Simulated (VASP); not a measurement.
# Fe5Co3 (Im-3m) in VASP: single point with PBEsol

Aim: the single point of Fe5Co3 with PBEsol.

All numbers are computed with VASP 6.6.1; they aren't measurements. Logs are shortened: lines on timing, memory, paths and dates and some standing lists are left out, and cuts for length are marked.

## Step 1: The cell of the first run

The structure is cubic, space group Im-3m (No. 229). The conventional cell has a = 5.552 Å, b = 5.552 Å, c = 5.552 Å, α = 90.00°, β = 90.00°, γ = 90.00°. Fe (site symmetry m-3m) has 8 Fe at 2.40 Å and 6 Co at 2.78 Å within 3.2 Å. Within 3.2 Å of Fe (site symmetry -3m) lie 8 Fe at 2.40 to 2.78 Å and 6 Co at 2.40 Å. Co (site symmetry 4/mmm) has 10 Fe at 2.40 to 2.78 Å and 4 Co at 2.78 Å within 3.2 Å.

## Step 2: Single point, PBEsol, collinear spin, ferromagnetic start (10.70 Å³/atom)

File INCAR:

```
PREC = Accurate
ENCUT = 520
EDIFF = 1E-7
ISMEAR = 0
SIGMA = 0.1
LREAL = F
LASPH = T
NELM = 150
ALGO = Normal
ISIF = 2
LWAVE = F
LCHARG = F
ISPIN = 2
MAGMOM = 2.64 2.95 2.95 2.95 2.95 1.99 1.99 1.99
LORBIT = 11
LMAXMIX = 4
GGA = PS
NBANDS = 48
```

File KPOINTS:

```
Automatic mesh
0
Gamma
  10 10 10
```

File POSCAR:

```
Fe5Co3
1.0
   -2.7762049558      2.7762049558      2.7762049558
    2.7762049558     -2.7762049558      2.7762049558
    2.7762049558      2.7762049558     -2.7762049558
Fe Co
5 3
Direct
    0.0000000000      0.0000000000      0.0000000000
    0.0000000000      0.0000000000      0.5000000000
    0.0000000000      0.5000000000      0.0000000000
    0.5000000000      0.0000000000      0.0000000000
    0.5000000000      0.5000000000      0.5000000000
    0.0000000000      0.5000000000      0.5000000000
    0.5000000000      0.5000000000      0.0000000000
    0.5000000000      0.0000000000      0.5000000000
```

Potentials or basis: VASP PAW PBE potentials, release 64 (Fe, Co).

On the command line:

```
> cat potpaw_PBE.64/Fe/POTCAR potpaw_PBE.64/Co/POTCAR > POTCAR
> mpirun -np 1 vasp_std > vasp.out
```

OUTCAR:

```text
PREC = Accurate
   ENCUT = 520
   EDIFF = 1E-7
   ISMEAR = 0
   LREAL = F
   LASPH = T
   NELM = 150
   ISIF = 2
   ISPIN = 2
   LORBIT = 11
   GGA = PS

 ion  position               nearest neighbor table
   1  0.000  0.000  0.000-   2 2.40   3 2.40   4 2.40   5 2.40   2 2.40   3 2.40   4 2.40   5 2.40
                             7 2.78   6 2.78   8 2.78   8 2.78   7 2.78   6 2.78
   2  0.000  0.000  0.500-   1 2.40   6 2.40   7 2.40   8 2.40   1 2.40   6 2.40   8 2.40   7 2.40
                             4 2.78   3 2.78   5 2.78   4 2.78   5 2.78   3 2.78
   3  0.000  0.500  0.000-   1 2.40   6 2.40   7 2.40   8 2.40   6 2.40   1 2.40   7 2.40   8 2.40
                             4 2.78   2 2.78   5 2.78   5 2.78   4 2.78   2 2.78
   4  0.500  0.000  0.000-   1 2.40   6 2.40   7 2.40   8 2.40   8 2.40   7 2.40   1 2.40   6 2.40
                             3 2.78   5 2.78   5 2.78   2 2.78   3 2.78   2 2.78
   5  0.500  0.500  0.500-   1 2.40   6 2.40   7 2.40   8 2.40   7 2.40   8 2.40   6 2.40   1 2.40
                             3 2.78   4 2.78   4 2.78   3 2.78   2 2.78   2 2.78
   6  0.000  0.500  0.500-   2 2.40   3 2.40   4 2.40   5 2.40   3 2.40   2 2.40   5 2.40   4 2.40
                             7 2.78   1 2.78   8 2.78   7 2.78   8 2.78   1 2.78
   7  0.500  0.500  0.000-   2 2.40   3 2.40   4 2.40   5 2.40   5 2.40   4 2.40   3 2.40   2 2.40
                             6 2.78   8 2.78   8 2.78   6 2.78   1 2.78   1 2.78
   8  0.500  0.000  0.500-   2 2.40   3 2.40   4 2.40   5 2.40   4 2.40   5 2.40   2 2.40   3 2.40
                             6 2.78   7 2.78   7 2.78   1 2.78   6 2.78   1 2.78

  LATTYP: Found a body centered cubic cell.
 ALAT       =     5.5524099116

  Lattice vectors:

 A1 = (  -2.7762049558,   2.7762049558,   2.7762049558)
 A2 = (   2.7762049558,  -2.7762049558,   2.7762049558)
 A3 = (   2.7762049558,   2.7762049558,  -2.7762049558)

Analysis of symmetry for initial positions (statically):
=====================================================================
 Subroutine PRICEL returns:
 Original cell was already a primitive cell.

 Routine SETGRP: Setting up the symmetry group for a
 body centered cubic supercell.

 Subroutine GETGRP returns: Found 48 space group operations
 (whereof 48 operations were pure point group operations)
 out of a pool of 48 trial point group operations.

The static configuration has the point symmetry O_h .

Analysis of symmetry for dynamics (positions and initial velocities):
=====================================================================
 Subroutine PRICEL returns:
 Original cell was already a primitive cell.

 Routine SETGRP: Setting up the symmetry group for a
 body centered cubic supercell.

 Subroutine GETGRP returns: Found 48 space group operations
 (whereof 48 operations were pure point group operations)
[... 177 lines left out ...]

 val. band max:        8.1469772259   @ k =  -0.4000   0.4000   0.4000
 cond. band min:       8.1501349945   @ k =   0.5000   0.5000   0.3000
 fundamental gap:      0.0031577686
 Fermi energy:         8.1491781998

 spin component 1

 k-point     1 :       0.0000    0.0000    0.0000
  band No.  band energies     occupation
      1      -1.1911      1.00000
      2       2.3343      1.00000
      3       2.3343      1.00000
      4       2.4283      1.00000
      5       2.5133      1.00000
      6       2.5133      1.00000
[... 1141 lines left out ...]
     44       8.9388      0.00000
     45      10.0585      0.00000

 [... further k-points ...]

 spin component 2

 k-point     1 :       0.0000    0.0000    0.0000
  band No.  band energies     occupation
      1      -0.9193      1.00000
      2       3.7427      1.00000
      3       3.7427      1.00000
      4       3.8053      1.00000
      5       3.8054      1.00000
      6       3.8054      1.00000
[... 1141 lines left out ...]
     44      10.9495      0.00000
     45      11.5475      0.00000

 [... further k-points ...]

 [bands above 45 left out]

------------------------ aborting loop because EDIFF is reached ----------------------------------------

  FORCE on cell =-STRESS in cart. coord.  units (eV):
  Direction    XX          YY          ZZ          XY          YZ          ZX
  --------------------------------------------------------------------------------------
  -------------------------------------------------------------------------------------
  Total        3.6089989      3.6089989      3.6089989      0.0000000      0.0000000     -0.0000000
  in kB       67.5589303     67.5589303     67.5589303      0.0000000      0.0000000     -0.0000000
  external PRESSURE =      67.5589303 kB  Pullay stress =       0.0000000 kB

 VOLUME and BASIS-vectors are now :
 -----------------------------------------------------------------------------
  energy-cutoff  :      520.00
  volume of cell :       85.59
      direct lattice vectors                 reciprocal lattice vectors
    -2.776204956  2.776204956  2.776204956     0.000000000  0.180101977  0.180101977
     2.776204956 -2.776204956  2.776204956     0.180101977  0.000000000  0.180101977
     2.776204956  2.776204956 -2.776204956     0.180101977  0.180101977  0.000000000

 POSITION                                       TOTAL-FORCE (eV/Angst)
 -----------------------------------------------------------------------------------
      0.00000      0.00000      0.00000        -0.000000      0.000000      0.000000
      1.38810      1.38810     -1.38810        -0.000000      0.000000     -0.000000
      1.38810     -1.38810      1.38810        -0.000000      0.000000      0.000000
     -1.38810      1.38810      1.38810        -0.000000      0.000000     -0.000000
      1.38810      1.38810      1.38810        -0.000000      0.000000     -0.000000
      2.77620      0.00000      0.00000         0.000000     -0.000000     -0.000000
      0.00000      0.00000      2.77620         0.000000      0.000000     -0.000000
      0.00000      2.77620      0.00000        -0.000000     -0.000000      0.000000
 -----------------------------------------------------------------------------------
    total drift:                                0.000000      0.000000     -0.000000

  FREE ENERGIE OF THE ION-ELECTRON SYSTEM (eV)
  ---------------------------------------------------
  free  energy   TOTEN  =       -68.0244244452 eV

  energy  without entropy=      -68.0066450538  energy(sigma->0) =      -68.01553475

 total charge

# of ion       s       p       d       tot
------------------------------------------
    1        0.513   0.579   6.327   7.419
    2        0.508   0.596   6.232   7.336
    3        0.508   0.596   6.232   7.336
    4        0.508   0.596   6.232   7.336
    5        0.508   0.596   6.232   7.336
    6        0.515   0.580   7.280   8.375
    7        0.515   0.580   7.280   8.375
    8        0.515   0.580   7.280   8.375
--------------------------------------------------
tot          4.091   4.705  53.092  61.888

 magnetization (x)

# of ion       s       p       d       tot
------------------------------------------
    1       -0.003  -0.040   2.385   2.342
    2       -0.005  -0.045   2.669   2.619
    3       -0.005  -0.045   2.669   2.619
    4       -0.005  -0.045   2.669   2.619
    5       -0.005  -0.045   2.669   2.619
    6       -0.013  -0.054   1.793   1.726
    7       -0.013  -0.054   1.793   1.726
    8       -0.013  -0.054   1.793   1.726
--------------------------------------------------
tot         -0.064  -0.382  18.440  17.994
```

OSZICAR:

```text
N       E                     dE             d eps       ncg     rms          rms(c)
DAV:   1     0.549872997126E+03    0.54987E+03   -0.28473E+04  9136   0.188E+03
DAV:   2    -0.234160196116E+02   -0.57329E+03   -0.54553E+03  9032   0.388E+02
DAV:   3    -0.750514903130E+02   -0.51635E+02   -0.43598E+02  9704   0.155E+02
[... 12 lines left out ...]
DAV:  16    -0.680244243346E+02   -0.42975E-05   -0.12442E-04  9608   0.127E-01    0.715E-02
DAV:  17    -0.680244267350E+02   -0.24004E-05   -0.15760E-05 10640   0.445E-02    0.355E-02
DAV:  18    -0.680244256392E+02    0.10959E-05   -0.26921E-06 11456   0.155E-02    0.162E-02
DAV:  19    -0.680244243971E+02    0.12420E-05   -0.82755E-07 11368   0.138E-02    0.499E-03
DAV:  20    -0.680244244452E+02   -0.48043E-07   -0.50816E-07 10208   0.742E-03
   1 F= -.68024424E+02 E0= -.68015535E+02  d E =-.177794E-01  mag=    18.0981
```

stdout:

```text
POSCAR found type information on POSCAR FeCo
 POSCAR found :  2 types and       8 ions
 scaLAPACK will be used
 -----------------------------------------------------------------------------
|                                                                             |
|                                                                             |
|     You enforced a specific xc type in the INCAR file but a different       |
|     I HOPE YOU KNOW WHAT YOU ARE DOING!                                     |
|                                                                             |
 -----------------------------------------------------------------------------

 LDA part: xc-table for (Slater+PW92), standard interpolation
 POSCAR, INCAR and KPOINTS ok, starting setup
 FFT: planning ... GRIDC
 FFT: planning ... GRID_SOFT
 FFT: planning ... GRID
 WAVECAR not read
 entering main loop
```

Wall time 11 min (1 thread of Intel Xeon 8259CL, shared host); peak memory 0.43 GiB.

What came out:

```
Free energy                                           : -68.0244 eV
Pressure                                              : 6.8 GPa
Net moment                                            : 18.10 μB per cell
Site moments                                          : Fe +2.34, +2.62 (each value once); Co +1.73 μB
Valence electrons inside the program's atomic spheres : Fe 7.42, 7.34 (each value once); Co 8.38
```

Caveat: the cell stands under pressure; the PAW data sets were made with another functional, which shifts forces and pressure a little.
